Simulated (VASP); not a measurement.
# CoSi (P2_13) in VASP: single point with PBE

Aim: the single point of CoSi with PBE.

Everything below comes from runs of VASP 6.6.1. Logs are shortened: lines on timing, memory, paths and dates and some standing lists are left out, and cuts for length are marked.

**1. The cell of the first run**

The structure is cubic, space group P2_13 (No. 198). Conventional cell: a = 4.432 Å, b = 4.432 Å, c = 4.432 Å, α = 90.00°, β = 90.00°, γ = 90.00°. Within 3.1 Å of Co (site symmetry 3) lie 7 Si at 2.32 to 2.43 Å and 6 Co at 2.73 Å. Within 3.1 Å of Si (site symmetry 3) lie 7 Co at 2.32 to 2.43 Å and 6 Si at 2.74 Å.

**2. Single point, PBE**

Input file POSCAR:

```
CoSi
1.0
    4.4320041358      0.0000000000      0.0000000000
    0.0000000000      4.4320041358      0.0000000000
    0.0000000000      0.0000000000      4.4320041358
Co Si
4 4
Direct
    0.1448172984      0.1448172984      0.1448172984
    0.3551827016      0.8551827016      0.6448172984
    0.6448172984      0.3551827016      0.8551827016
    0.8551827016      0.6448172984      0.3551827016
    0.8431354797      0.8431354797      0.8431354797
    0.6568645203      0.1568645203      0.3431354797
    0.3431354797      0.6568645203      0.1568645203
    0.1568645203      0.3431354797      0.6568645203
```

Input file INCAR.step1:

```
SYSTEM = CoSi
PREC = Accurate ; ENCUT = 520
EDIFF = 1E-6 ; ISMEAR = 0
SIGMA = 0.3 ; LREAL = .False.
LASPH = .True. ; NELM = 120
ALGO = Normal ; ISIF = 2
LWAVE = .False. ; LCHARG = .True.
LMAXMIX = 4 ; GGA = PE
NBANDS = 36 ; GGA_COMPAT = .False.
NEDOS = 2001 ; LORBIT = 11
```

Input file KPOINTS.step1:

```
Automatic mesh
0
Gamma
  8 8 8
  0 0 0
```

Input file INCAR.step2:

```
SYSTEM = CoSi
PREC = Accurate ; ENCUT = 520
EDIFF = 1E-6 ; ISMEAR = -5
SIGMA = 0.3 ; LREAL = .False.
LASPH = .True. ; NELM = 120
ALGO = Normal ; ISIF = 2
LWAVE = .False. ; LCHARG = .False.
LMAXMIX = 4 ; GGA = PE
LORBIT = 10 ; NBANDS = 36
NEDOS = 2001 ; ICHARG = 11
GGA_COMPAT = .False.
```

Input file KPOINTS.step2:

```
Automatic mesh
0
Gamma
  12 12 12
  0 0 0
```

Potentials or basis: VASP PAW PBE potentials, release 64 (Co, Si).

Launch:

```sh
$ cat potpaw_PBE.64/Co/POTCAR potpaw_PBE.64/Si/POTCAR > POTCAR
$ cp INCAR.step1 INCAR
$ cp KPOINTS.step1 KPOINTS
$ mpirun -np 1 vasp_std > vasp.out
$ cp INCAR.step2 INCAR
$ cp KPOINTS.step2 KPOINTS
$ mpirun -np 1 vasp_std > vasp.out
```

OUTCAR:

```text
SYSTEM = CoSi
   PREC = Accurate
   ENCUT = 520
   EDIFF = 1E-6
   ISMEAR = -5
   LREAL = .False.
   LASPH = .True.
   NELM = 120
   ISIF = 2
   GGA = PE
   LORBIT = 10
   ICHARG = 11

 ion  position               nearest neighbor table
   1  0.145  0.145  0.145-   5 2.32   6 2.34   7 2.34   8 2.34   7 2.43   8 2.43   6 2.43   3 2.73
                             4 2.73   2 2.73   2 2.73   4 2.73   3 2.73
   2  0.355  0.855  0.645-   6 2.32   5 2.34   7 2.34   8 2.34   7 2.43   8 2.43   5 2.43   1 2.73
                             1 2.73   3 2.73   3 2.73   4 2.73   4 2.73
   3  0.645  0.355  0.855-   7 2.32   6 2.34   5 2.34   8 2.34   8 2.43   6 2.43   5 2.43   1 2.73
                             4 2.73   2 2.73   2 2.73   4 2.73   1 2.73
   4  0.855  0.645  0.355-   8 2.32   6 2.34   7 2.34   5 2.34   6 2.43   5 2.43   7 2.43   1 2.73
                             3 2.73   2 2.73   1 2.73   2 2.73   3 2.73
   5  0.843  0.843  0.843-   1 2.32   2 2.34   3 2.34   4 2.34   3 2.43   4 2.43   2 2.43   6 2.74
                             7 2.74   8 2.74   6 2.74   8 2.74   7 2.74
   6  0.657  0.157  0.343-   2 2.32   1 2.34   3 2.34   4 2.34   3 2.43   4 2.43   1 2.43   8 2.74
                             5 2.74   5 2.74   7 2.74   7 2.74   8 2.74
   7  0.343  0.657  0.157-   3 2.32   2 2.34   1 2.34   4 2.34   4 2.43   2 2.43   1 2.43   8 2.74
                             5 2.74   8 2.74   6 2.74   6 2.74   5 2.74
   8  0.157  0.343  0.657-   4 2.32   2 2.34   3 2.34   1 2.34   2 2.43   1 2.43   3 2.43   7 2.74
                             5 2.74   7 2.74   5 2.74   6 2.74   6 2.74

  LATTYP: Found a simple cubic cell.
 ALAT       =     4.4320041358

  Lattice vectors:

 A1 = (   4.4320041358,   0.0000000000,   0.0000000000)
 A2 = (   0.0000000000,   4.4320041358,   0.0000000000)
 A3 = (   0.0000000000,   0.0000000000,   4.4320041358)

Analysis of symmetry for initial positions (statically):
=====================================================================
 Subroutine PRICEL returns:
 Original cell was already a primitive cell.

 Routine SETGRP: Setting up the symmetry group for a
 simple cubic supercell.

 Subroutine GETGRP returns: Found 12 space group operations
 (whereof  3 operations were pure point group operations)
 out of a pool of 48 trial point group operations.

The static configuration has the point symmetry C_3 .
 The point group associated with its full space group is T   .

Analysis of symmetry for dynamics (positions and initial velocities):
=====================================================================
 Subroutine PRICEL returns:
 Original cell was already a primitive cell.

 Routine SETGRP: Setting up the symmetry group for a
 simple cubic supercell.

 Subroutine GETGRP returns: Found 12 space group operations
 (whereof  3 operations were pure point group operations)
 out of a pool of 48 trial point group operations.

The dynamic configuration has the point symmetry C_3 .
 The point group associated with its full space group is T   .

 Subroutine INISYM returns: Found 12 space group operations
 (whereof  3 operations are pure point group operations),
 and found     1 'primitive' translations

----------------------------------------------------------------------------------------

                                     Primitive cell

  volume of cell :      87.0564

  direct lattice vectors                    reciprocal lattice vectors
     4.432004136  0.000000000  0.000000000     0.225631558  0.000000000  0.000000000
     0.000000000  4.432004136  0.000000000     0.000000000  0.225631558  0.000000000
     0.000000000  0.000000000  4.432004136     0.000000000  0.000000000  0.225631558

  length of vectors
     4.432004136  4.432004136  4.432004136     0.225631558  0.225631558  0.225631558

  position of ions in fractional coordinates (direct lattice)
     0.144817298  0.144817298  0.144817298
     0.355182702  0.855182702  0.644817298
     0.644817298  0.355182702  0.855182702
     0.855182702  0.644817298  0.355182702
     0.843135480  0.843135480  0.843135480
     0.656864520  0.156864520  0.343135480
     0.343135480  0.656864520  0.156864520
     0.156864520  0.343135480  0.656864520

  ion indices of the primitive-cell ions
   primitive index   ion index
                 1           1
                 2           2
                 3           3
[... 24 lines left out ...]
  Shift w.r.t. Gamma in fractional coordinates (k-lattice)
     0.000000000  0.000000000  0.000000000

 TETIRR: Found   1645 inequivalent tetrahedra from    10368

 Subroutine IBZKPT returns following result:
 ===========================================

 Found    119 irreducible k-points:

 Following reciprocal coordinates:
            Coordinates               Weight
  0.000000  0.000000  0.000000      1.000000
  0.083333  0.000000  0.000000      6.000000
  0.166667  0.000000  0.000000      6.000000
  0.250000  0.000000  0.000000      6.000000
  0.333333  0.000000  0.000000      6.000000
  0.416667  0.000000  0.000000      6.000000
[... 16 lines left out ...]
 -0.166667  0.333333  0.000000     12.000000
  0.416667  0.166667  0.000000     12.000000
 [... further k-points ...]
   k-points           NKPTS =    119   k-points in BZ     NKDIM =    119   number of bands    NBANDS=     36
   number of dos      NEDOS =   2001   number of ions     NIONS =      8
   total plane-waves  NPLWV =  46656
   dimension x,y,z NGX =    36 NGY =   36 NGZ =   36
   dimension x,y,z NGXF=    72 NGYF=   72 NGZF=   72
   ions per type =               4   4
   NGX,Y,Z   is equivalent  to a cutoff of  13.50, 13.50, 13.50 a.u.
   NGXF,Y,Z  is equivalent  to a cutoff of  27.01, 27.01, 27.01 a.u.
 SYSTEM =  CoSi
   PREC   = accura    normal or accurate (medium, high low for compatibility)
   ISTART =      0    job   : 0-new  1-cont  2-samecut
   ICHARG =     11    charge: 1-file 2-atom 10-const
   ISPIN  =      1    spin polarized calculation?
   LNONCOLLINEAR =      F non collinear calculations
   LSORBIT =      F    spin-orbit coupling
   LASPH  =      T    aspherical Exc in radial PAW
   ENCUT  =  520.0 eV  38.22 Ry    6.18 a.u.   8.24  8.24  8.24*2*pi/ulx,y,z
   NELM   =    120;   NELMIN=  2; NELMDL=  0     # of ELM steps
   EDIFF  = 0.1E-05   stopping-criterion for ELM
   LREAL  =      F    real-space projection
   EDIFFG = 0.1E-04   stopping-criterion for IOM
   NSW    =      0    number of steps for IOM
   IBRION =     -1    ionic relax: 0-MD 1-quasi-New 2-CG
   NFREE  =      0    steps in history (QN), initial steepest desc. (CG)
   ISIF   =      2    stress and relaxation
   ISYM   =      2    0-nonsym 1-usesym 2-fastsym
   POTIM  = 0.5000    time-step for ionic-motion
   TEBEG  =    0.0;   TEEND  =   0.0 temperature during run
   PSTRESS=    0.0 pullay stress
   NELECT =      52.0000    total number of electrons
   NUPDOWN=      -1.0000    fix difference up-down
   EMIN   =  10.00;   EMAX   =-10.00  energy-range for DOS
   EFERMI =   0.00;   METHOD = LEGACY
   ISMEAR =    -5;   SIGMA  =   0.30  broadening in eV -4-tet -1-fermi 0-gaus
   EFERMI_NEDOS =   21; number of points for ismear=-14 and -15
   IALGO  =     38    algorithm
   IMIX   =      4    mixing-type and parameters
     AMIX     =   0.40;   BMIX     =  1.00
     AMIX_MAG =   1.60;   BMIX_MAG =  1.00
  volume/ion in A,a.u.               =      10.88        73.44
  Fermi-wavevector in a.u.,A,eV,Ry     =   1.378719  2.605401 25.862856  1.900866
  Thomas-Fermi vector in A             =   2.503755
   LORBIT       =     10    0 simple, 1 ext, 2 COOP (PROOUT), +10 PAW based schemes
   GGA     = PE    functional components
   LHFCALC =     F    Hartree Fock is set to
   AEXX    =    0.0000 exact exchange contribution
   IVDW    =     0    specifies the selected vdW correction
   LEPSILON=     F    determine dielectric tensor
   LRPA    =     F    only Hartree local field effects (RPA)
 non-spin polarized calculation
 Fermi weights with tetrahedron method with Bloechl corrections
  energy-cutoff  :      520.00
  volume of cell :       87.06
 maximum number of plane-waves:      2367
 NGX is ok and might be reduce to    36

 number of electron      52.0000005 magnetization

 Free energy of the ion-electron system (eV)
  ---------------------------------------------------
  ext. energy  EPLUGINS =         0.00000000
  ---------------------------------------------------
  free energy    TOTEN  =       -54.74796887 eV

  energy without entropy =      -54.74796887  energy(sigma->0) =      -54.74796887

 E-fermi :  12.0689     XC(G=0): -12.8629

 val. band max:       12.0848317786   @ k =   0.0000   0.0000   0.0000
 cond. band min:      12.0788941311   @ k =   0.0833   0.0833   0.0000
 fundamental gap:     -0.0059376475
 Fermi energy:        12.0688683502

 k-point     1 :       0.0000    0.0000    0.0000
  band No.  band energies     occupation
      1      -1.5693      2.00000
      2       3.9222      2.00000
      3       3.9222      2.00000
      4       3.9222      2.00000
      5       6.6224      2.00000
      6       6.6224      2.00000
[... 925 lines left out ...]
     35      16.4736      0.00000
     36      18.2586      0.00000

 [... further k-points ...]

------------------------ aborting loop because EDIFF is reached ----------------------------------------

  FORCE on cell =-STRESS in cart. coord.  units (eV):
  Direction    XX          YY          ZZ          XY          YZ          ZX
  --------------------------------------------------------------------------------------
  -------------------------------------------------------------------------------------
  Total       -0.2739562     -0.2739562     -0.2739562      0.0000000     -0.0000000      0.0000000
  in kB       -5.0418649     -5.0418649     -5.0418649      0.0000000     -0.0000000      0.0000000
  external PRESSURE =      -5.0418649 kB  Pullay stress =       0.0000000 kB

 VOLUME and BASIS-vectors are now :
 -----------------------------------------------------------------------------
  energy-cutoff  :      520.00
  volume of cell :       87.06
      direct lattice vectors                 reciprocal lattice vectors
     4.432004136  0.000000000  0.000000000     0.225631558  0.000000000  0.000000000
     0.000000000  4.432004136  0.000000000     0.000000000  0.225631558  0.000000000
     0.000000000  0.000000000  4.432004136     0.000000000  0.000000000  0.225631558

 POSITION                                       TOTAL-FORCE (eV/Angst)
 -----------------------------------------------------------------------------------
      0.64183      0.64183      0.64183         0.007268      0.007268      0.007268
      1.57417      3.79017      2.85783        -0.007268     -0.007268      0.007268
      2.85783      1.57417      3.79017         0.007268     -0.007268     -0.007268
      3.79017      2.85783      1.57417        -0.007268      0.007268     -0.007268
      3.73678      3.73678      3.73678         0.003375      0.003375      0.003375
      2.91123      0.69522      1.52078        -0.003375     -0.003375      0.003375
      1.52078      2.91123      0.69522         0.003375     -0.003375     -0.003375
      0.69522      1.52078      2.91123        -0.003375      0.003375     -0.003375
 -----------------------------------------------------------------------------------
    total drift:                               -0.000000      0.000000      0.000000

  FREE ENERGIE OF THE ION-ELECTRON SYSTEM (eV)
  ---------------------------------------------------
  free  energy   TOTEN  =       -54.7479688660 eV

  energy  without entropy=      -54.7479688660  energy(sigma->0) =      -54.74796887

 total charge

# of ion       s       p       d       tot
------------------------------------------
    1        0.436   0.617   7.564   8.617
    2        0.436   0.617   7.564   8.617
    3        0.436   0.617   7.564   8.617
    4        0.436   0.617   7.564   8.617
    5        0.725   0.883   0.000   1.608
    6        0.725   0.883   0.000   1.608
    7        0.725   0.883   0.000   1.608
    8        0.725   0.883   0.000   1.608
--------------------------------------------------
tot          4.644   5.999  30.257  40.900
```

It took 8 min on 1 thread of Intel Xeon 8259CL, shared host; peak memory 0.41 GiB.

Results:

```yaml
Valence_electrons_inside_the_program's_atomic_spheres: Co 8.62; Si 1.61
```

Levels at points of the mesh, in eV from the Fermi level:
| k point | band 24 | band 25 | band 26 | band 27 | band 28 | band 29 |
| --- | --- | --- | --- | --- | --- | --- |
| (0.00, 0.00, 0.00) | -0.75 | 0.02 | 0.02 | 0.02 | 2.51 | 2.51 |
| (0.50, 0.00, 0.00) | -0.62 | -0.45 | -0.45 | 1.03 | 1.03 | 1.51 |
| (0.50, 0.50, 0.00) | -0.97 | -0.01 | -0.01 | 0.61 | 0.61 | 2.02 |
| (0.50, 0.50, 0.50) | -1.19 | -0.19 | -0.19 | -0.19 | -0.19 | 5.42 |

Caveat: so wide a smearing shifts energies and pressures.
